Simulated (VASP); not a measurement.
## In3Sb: single point with PBEsol+D3(BJ)

Crystal: In3Sb.

```xyz
4
Lattice="4.1342 0.0000 0.0000 0.0000 4.1342 0.0000 0.0000 0.0000 5.8457" Properties=species:S:1:pos:R:3 pbc="T T T"
In    2.0671    2.0671    0.0000
In    2.0671    0.0000    2.9229
In    0.0000    2.0671    2.9229
Sb    0.0000    0.0000    0.0000
```

This cell differs from its parent crystal: ratio of the length along z to the lengths across it x 1.414, volume and fractional coordinates fixed.

| Item | Value |
| --- | --- |
| Program | VASP 6.6.1 |
| Task | single point |
| Functional | PBEsol |
| Dispersion | D3(BJ) |
| Potentials or basis | VASP PAW PBE potentials, release 64 (In_d, Sb) |
| Cutoff | 520 eV |
| k mesh | 12 × 12 × 12 |
| Occupations | gaussian, width 0.15 eV |
| Spin | no spin polarisation |
| Dipole correction | no |
| Further INCAR settings | ALGO = Fast; EDIFF = 1e-07; NBANDS = 30 |

The pressure is 1.7 GPa. The band gap on the k mesh is zero (bands 22 and 23 overlap by 5.13 eV) and the dispersion energy per atom is -0.416 eV.

Stress tensor (GPa, compression positive):
```
 4.10  0.00  0.00
 0.00  4.10  0.00
 0.00  0.00 -2.98
```

Levels at points of the mesh, in eV from the Fermi level:
```tsv
k point	band 18	band 19	band 20	band 21	band 22	band 23	band 24	band 25	band 26	band 27
(0.00, 0.00, 0.00)	-4.73	-2.25	-2.25	-1.91	0.21	1.23	1.23	2.75	4.33	5.40
(0.50, 0.00, 0.00)	-5.26	-4.22	-2.62	-1.60	-0.13	1.52	1.87	2.15	4.16	4.89
(0.50, 0.50, 0.00)	-5.61	-5.35	-2.29	-2.16	-2.16	-1.34	-1.18	0.70	0.70	0.98
(0.00, 0.00, 0.50)	-2.22	-1.74	-1.74	-0.43	0.11	0.11	0.56	0.75	2.40	2.55
(0.50, 0.00, 0.50)	-6.58	-6.45	0.18	0.60	1.19	2.37	2.64	2.81	2.97	3.08
(0.50, 0.50, 0.50)	-4.82	-4.55	-4.15	-4.15	-4.07	-3.55	1.92	3.82	3.82	4.29
```

Wall time 6.1 min on 1 thread of Intel(R) Xeon(R) Platinum 8488C (Sapphire Rapids), on a shared host, peak memory 0.59 GiB.

Caveat: the PAW data sets were made with another functional, which shifts forces and pressure a little; spin-orbit coupling is left out, which moves the levels of the heavy elements.
